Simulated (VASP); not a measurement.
# BP (I-4m2) in VASP: further runs, part 2 of 2

VASP 6.6.1. Earlier steps stand in the parts before.

## Step 3: Single point, PBE (strain +0.0525 x Voigt [0, 1, 0, 0, 0, 0])

Input file INCAR:

```
  PREC = Accurate
  ENCUT = 520
  EDIFF = 1E-6
  ISMEAR = 0
  SIGMA = 0.05
  LREAL = False
  LASPH = True
  NELM = 60
  ALGO = Normal
  ISIF = 2
  LWAVE = False
  LCHARG = True
  GGA = PE
  LELF = True
  LVHAR = True
  NBANDS = 11
```

Input file KPOINTS:

```
regular mesh
0
Gamma
  10 10 10
```

Input file POSCAR:

```
BP
1.0
    0.0000000000      2.3881225000      2.2690000000
    2.2690000000      0.0000000000      2.2690000000
    2.2690000000      2.3881225000      0.0000000000
B P
1 1
Direct
    0.0000000000      0.0000000000      0.0000000000
    0.7500000000      0.7500000000      0.7500000000
```

Potentials or basis: VASP PAW PBE potentials, release 64 (B, P).

Started as:

```sh
$ cat potpaw_PBE.64/B/POTCAR potpaw_PBE.64/P/POTCAR > POTCAR
$ mpirun -np 1 vasp_std > vasp.out
```

OUTCAR:

```text
PREC = Accurate
   ENCUT = 520
   EDIFF = 1E-6
   ISMEAR = 0
   LREAL = False
   LASPH = True
   NELM = 60
   ISIF = 2
   GGA = PE

 ion  position               nearest neighbor table
   1  0.000  0.000  0.000-   2 2.00   2 2.00   2 2.00   2 2.00
   2  0.750  0.750  0.750-   1 2.00   1 2.00   1 2.00   1 2.00

  LATTYP: Found a body centered tetragonal cell.
 ALAT       =     3.2088505730
 C/A-ratio  =     1.4884597744

  Lattice vectors:

 A1 = (   0.0000000000,  -2.3881225000,   2.2690000000)
 A2 = (   0.0000000000,  -2.3881225000,  -2.2690000000)
 A3 = (   2.2690000000,   2.3881225000,   0.0000000000)

Analysis of symmetry for initial positions (statically):
=====================================================================
 Subroutine PRICEL returns:
 Original cell was already a primitive cell.

 Routine SETGRP: Setting up the symmetry group for a
 body centered tetragonal supercell.

 Subroutine GETGRP returns: Found  8 space group operations
 (whereof  8 operations were pure point group operations)
 out of a pool of 16 trial point group operations.

The static configuration has the point symmetry D_2d.

Analysis of symmetry for dynamics (positions and initial velocities):
=====================================================================
 Subroutine PRICEL returns:
 Original cell was already a primitive cell.

 Routine SETGRP: Setting up the symmetry group for a
 body centered tetragonal supercell.

 Subroutine GETGRP returns: Found  8 space group operations
 (whereof  8 operations were pure point group operations)
 out of a pool of 16 trial point group operations.

The dynamic configuration has the point symmetry D_2d.

 Subroutine INISYM returns: Found  8 space group operations
 (whereof  8 operations are pure point group operations),
 and found     1 'primitive' translations

----------------------------------------------------------------------------------------

                                     Primitive cell

  volume of cell :      24.5898

  direct lattice vectors                    reciprocal lattice vectors
     0.000000000  2.388122500  2.269000000    -0.220361393  0.209369494  0.220361393
     2.269000000  0.000000000  2.269000000     0.220361393 -0.209369494  0.220361393
     2.269000000  2.388122500  0.000000000     0.220361393  0.209369494 -0.220361393

  length of vectors
     3.294159995  3.208850573  3.294159995     0.375438240  0.375438240  0.375438240

  position of ions in fractional coordinates (direct lattice)
     0.000000000  0.000000000  0.000000000
     0.750000000  0.750000000  0.750000000

  ion indices of the primitive-cell ions
   primitive index   ion index
                 1           1
                 2           2

----------------------------------------------------------------------------------------

 KPOINTS: regular mesh

Automatic generation of k-mesh.
 Grid dimensions read from file:
 generate k-points for:   10   10   10

 Generating k-lattice:

  Cartesian coordinates                     Fractional coordinates (reciprocal lattice)
    -0.022036139  0.020936949  0.022036139     0.100000000  0.000000000  0.000000000
     0.022036139 -0.020936949  0.022036139    -0.000000000  0.100000000 -0.000000000
     0.022036139  0.020936949 -0.022036139     0.000000000  0.000000000  0.100000000

  Length of vectors
     0.037543824  0.037543824  0.037543824

  Shift w.r.t. Gamma in fractional coordinates (k-lattice)
     0.000000000  0.000000000  0.000000000

 Subroutine IBZKPT returns following result:
 ===========================================

 Found    102 irreducible k-points:

 Following reciprocal coordinates:
            Coordinates               Weight
  0.000000  0.000000  0.000000      1.000000
  0.100000  0.000000  0.000000      8.000000
  0.200000  0.000000  0.000000      8.000000
  0.300000  0.000000  0.000000      8.000000
  0.400000  0.000000  0.000000      8.000000
  0.500000  0.000000  0.000000      4.000000
[... 16 lines left out ...]
  0.300000  0.300000  0.000000      4.000000
  0.400000  0.300000  0.000000     16.000000
 [... further k-points ...]
   k-points           NKPTS =    102   k-points in BZ     NKDIM =    102   number of bands    NBANDS=     11
   number of dos      NEDOS =    301   number of ions     NIONS =      2
   total plane-waves  NPLWV =  13824
   dimension x,y,z NGX =    24 NGY =   24 NGZ =   24
   dimension x,y,z NGXF=    48 NGYF=   48 NGZF=   48
   ions per type =               1   1
   NGX,Y,Z   is equivalent  to a cutoff of  12.11, 12.43, 12.11 a.u.
   NGXF,Y,Z  is equivalent  to a cutoff of  24.22, 24.87, 24.22 a.u.
 SYSTEM =  unknown system
   PREC   = accura    normal or accurate (medium, high low for compatibility)
   ISTART =      0    job   : 0-new  1-cont  2-samecut
   ICHARG =      2    charge: 1-file 2-atom 10-const
   ISPIN  =      1    spin polarized calculation?
   LNONCOLLINEAR =      F non collinear calculations
   LSORBIT =      F    spin-orbit coupling
   LASPH  =      T    aspherical Exc in radial PAW
   ENCUT  =  520.0 eV  38.22 Ry    6.18 a.u.   6.12  5.97  6.12*2*pi/ulx,y,z
   NELM   =     60;   NELMIN=  2; NELMDL= -5     # of ELM steps
   EDIFF  = 0.1E-05   stopping-criterion for ELM
   LREAL  =      F    real-space projection
   EDIFFG = 0.1E-04   stopping-criterion for IOM
   NSW    =      0    number of steps for IOM
   IBRION =     -1    ionic relax: 0-MD 1-quasi-New 2-CG
   NFREE  =      0    steps in history (QN), initial steepest desc. (CG)
   ISIF   =      2    stress and relaxation
   ISYM   =      2    0-nonsym 1-usesym 2-fastsym
   POTIM  = 0.5000    time-step for ionic-motion
   TEBEG  =    0.0;   TEEND  =   0.0 temperature during run
   PSTRESS=    0.0 pullay stress
   NELECT =       8.0000    total number of electrons
   NUPDOWN=      -1.0000    fix difference up-down
   EMIN   =  10.00;   EMAX   =-10.00  energy-range for DOS
   EFERMI =   0.00;   METHOD = LEGACY
   ISMEAR =     0;   SIGMA  =   0.05  broadening in eV -4-tet -1-fermi 0-gaus
   EFERMI_NEDOS =   21; number of points for ismear=-14 and -15
   IALGO  =     38    algorithm
   IMIX   =      4    mixing-type and parameters
     AMIX     =   0.40;   BMIX     =  1.00
     AMIX_MAG =   1.60;   BMIX_MAG =  1.00
  volume/ion in A,a.u.               =      12.29        82.97
  Fermi-wavevector in a.u.,A,eV,Ry     =   1.125951  2.127740 17.249010  1.267766
  Thomas-Fermi vector in A             =   2.262631
   LORBIT       =      0    0 simple, 1 ext, 2 COOP (PROOUT), +10 PAW based schemes
   GGA     = PE    functional components
   LHFCALC =     F    Hartree Fock is set to
   AEXX    =    0.0000 exact exchange contribution
   IVDW    =     0    specifies the selected vdW correction
   LEPSILON=     F    determine dielectric tensor
   LRPA    =     F    only Hartree local field effects (RPA)
 non-spin polarized calculation
 Gauss-broadening in eV      SIGMA  =   0.05
  energy-cutoff  :      520.00
  volume of cell :       24.59
 maximum number of plane-waves:       673
   NGX = 13   NGY = 11   NGZ = 13

 number of electron       7.9999999 magnetization

 Free energy of the ion-electron system (eV)
  ---------------------------------------------------
  ext. energy  EPLUGINS =         0.00000000
  ---------------------------------------------------
  free energy    TOTEN  =       -12.87144557 eV

  energy without entropy =      -12.87144557  energy(sigma->0) =      -12.87144557

 E-fermi :   7.2109     XC(G=0): -10.6912

 val. band max:        7.0155709439   @ k =   0.0000   0.0000   0.0000
 cond. band min:       7.9460500273   @ k =   0.4000   0.4000   0.0000
 fundamental gap:      0.9304790835
 Fermi energy:         7.2109097863

 k-point     1 :       0.0000    0.0000    0.0000
  band No.  band energies     occupation
      1      -8.1699      2.00000
      2       6.4982      2.00000
      3       7.0156      2.00000
      4       7.0156      2.00000
      5      10.0914      0.00000
      6      10.0914      0.00000
      7      10.3763      0.00000
      8      13.4005      0.00000
      9      17.9919      0.00000
     10      18.1680      0.00000
     11      19.4855      0.00000
[... 309 lines left out ...]
 k-point    24 :       0.4000    0.3000    0.0000
  band No.  band energies     occupation
      1      -5.2774      2.00000
      2       0.9155      2.00000
      3       2.9188      2.00000
      4       3.3537      2.00000
      5       8.4935      0.00000
      6      10.3368      0.00000
      7      15.3235      0.00000
      8      16.6011      0.00000
      9      20.1563      0.00000
     10      21.8813      0.00000
     11      23.2645      0.00000

 [... further k-points ...]

------------------------ aborting loop because EDIFF is reached ----------------------------------------

  FORCE on cell =-STRESS in cart. coord.  units (eV):
  Direction    XX          YY          ZZ          XY          YZ          ZX
  --------------------------------------------------------------------------------------
  -------------------------------------------------------------------------------------
  Total       -0.3276419     -2.4735324     -0.3276419     -0.0000000      0.0000000      0.0000000
  in kB      -21.3478655   -161.1656955    -21.3478655     -0.0000000      0.0000000      0.0000000
  external PRESSURE =     -67.9538089 kB  Pullay stress =       0.0000000 kB

 VOLUME and BASIS-vectors are now :
 -----------------------------------------------------------------------------
  energy-cutoff  :      520.00
  volume of cell :       24.59
      direct lattice vectors                 reciprocal lattice vectors
     0.000000000  2.388122500  2.269000000    -0.220361393  0.209369494  0.220361393
     2.269000000  0.000000000  2.269000000     0.220361393 -0.209369494  0.220361393
     2.269000000  2.388122500  0.000000000     0.220361393  0.209369494 -0.220361393

 POSITION                                       TOTAL-FORCE (eV/Angst)
 -----------------------------------------------------------------------------------
      0.00000      0.00000      0.00000         0.000000      0.000000      0.000000
      3.40350      3.58218      3.40350        -0.000000     -0.000000     -0.000000
 -----------------------------------------------------------------------------------
    total drift:                               -0.000000     -0.000000     -0.000000

  FREE ENERGIE OF THE ION-ELECTRON SYSTEM (eV)
  ---------------------------------------------------
  free  energy   TOTEN  =       -12.8714455725 eV

  energy  without entropy=      -12.8714455725  energy(sigma->0) =      -12.87144557
```

Wall time 8 s (1 thread of Intel Xeon 6975P-C (Granite Rapids), shared host); peak memory 0.15 GiB.

Results:

- Free energy: -12.8714 eV
- Pressure: -6.8 GPa
- Band gap on the k mesh: 0.93 eV, indirect (least direct gap 3.08 eV)

Stress tensor (GPa, compression positive):
```
 -2.13   0.00   0.00
  0.00 -16.12   0.00
  0.00   0.00  -2.13
```

Levels at points of the mesh, in eV from the valence-band top:
| k point | band 1 | band 2 | band 3 | band 4 | band 5 | band 6 | band 7 | band 8 |
| --- | --- | --- | --- | --- | --- | --- | --- | --- |
| (0.00, 0.00, 0.00) | -15.19 | -0.52 | 0.00 | 0.00 | 3.08 | 3.08 | 3.36 | 6.38 |
| (0.50, 0.00, 0.00) | -12.05 | -8.84 | -2.19 | -1.54 | 3.04 | 4.55 | 4.74 | 9.80 |
| (0.50, 0.50, 0.00) | -10.44 | -8.35 | -4.31 | -4.21 | 1.08 | 1.31 | 10.91 | 11.85 |
| (0.50, 0.00, 0.50) | -10.90 | -8.78 | -3.76 | -3.76 | 1.63 | 2.00 | 11.46 | 11.46 |

Caveat: the cell differs from its parent crystal (strain +0.0525 x Voigt [0, 1, 0, 0, 0, 0]). A k mesh can miss the band edges.

## Step 4: Single point, PBE (strain +0.0600 x Voigt [0, 1, 0, 0, 0, 0])

Input file INCAR:

```
SYSTEM = BP
PREC = Accurate
ENCUT = 520
EDIFF = 1E-6
ISMEAR = 0
SIGMA = 0.05
LREAL = .False.
LASPH = .True.
NELM = 80
ALGO = Normal
ISIF = 2
LWAVE = .False.
LCHARG = .True.
GGA = PE
LELF = .True.
LVHAR = .True.
NBANDS = 11
```

Input file KPOINTS:

```
Automatic mesh
0
Gamma
  10 10 10
  0 0 0
```

Input file POSCAR:

```
BP
1.0
    0.0000000000      2.4051400000      2.2690000000
    2.2690000000      0.0000000000      2.2690000000
    2.2690000000      2.4051400000      0.0000000000
B P
1 1
Direct
    0.0000000000      0.0000000000      0.0000000000
    0.7500000000      0.7500000000      0.7500000000
```

Started as:

```sh
$ cat potpaw_PBE.64/B/POTCAR potpaw_PBE.64/P/POTCAR > POTCAR
$ mpirun -np 1 vasp_std > vasp.out
```

Wall time 13 s (1 thread of Intel Xeon 6975P-C (Granite Rapids), shared host); peak memory 0.15 GiB.

It converged, with:

```yaml
Free_energy: -12.8527 eV
Pressure: -7.7 GPa
Band_gap_on_the_k_mesh: 0.89 eV, indirect (least direct gap 3.03 eV)
```

Stress tensor (GPa, compression positive):
```
 -2.43   0.00   0.00
  0.00 -18.37   0.00
  0.00   0.00  -2.43
```

Levels at points of the mesh, in eV from the valence-band top:
| k point | band 1 | band 2 | band 3 | band 4 | band 5 | band 6 | band 7 | band 8 |
| --- | --- | --- | --- | --- | --- | --- | --- | --- |
| (0.00, 0.00, 0.00) | -15.15 | -0.59 | 0.00 | 0.00 | 3.03 | 3.03 | 3.36 | 6.24 |
| (0.50, 0.00, 0.00) | -12.04 | -8.82 | -2.25 | -1.51 | 2.92 | 4.55 | 4.74 | 9.75 |
| (0.50, 0.50, 0.00) | -10.42 | -8.32 | -4.33 | -4.22 | 1.05 | 1.27 | 10.74 | 11.78 |
| (0.50, 0.00, 0.50) | -10.94 | -8.80 | -3.71 | -3.71 | 1.67 | 2.04 | 11.36 | 11.36 |

Caveat: the cell differs from its parent crystal (strain +0.0600 x Voigt [0, 1, 0, 0, 0, 0]). A k mesh can miss the band edges.

## Step 5: The runs side by side

```csv
cell,gap on the mesh (eV),pressure (GPa)
"a = 3.282, b = 3.209 Å, angles 60.7, 58.5, 60.7°, 2 atoms",0.97,-5.8
"a = 3.294, b = 3.209 Å, angles 60.9, 58.3, 60.9°, 2 atoms",0.93,-6.8
"a = 3.307, b = 3.209 Å, angles 61.0, 58.1, 61.0°, 2 atoms",0.89,-7.7
```

Alike in all rows: task single point; level PBE; potentials or basis VASP PAW PBE potentials, release 64 (B, P); no spin polarisation; k mesh 10 × 10 × 10; cutoff (eV) 520; smearing gaussian 0.05 eV.

Total energies depend on the potentials used, so only differences within one code and one set of settings carry meaning.
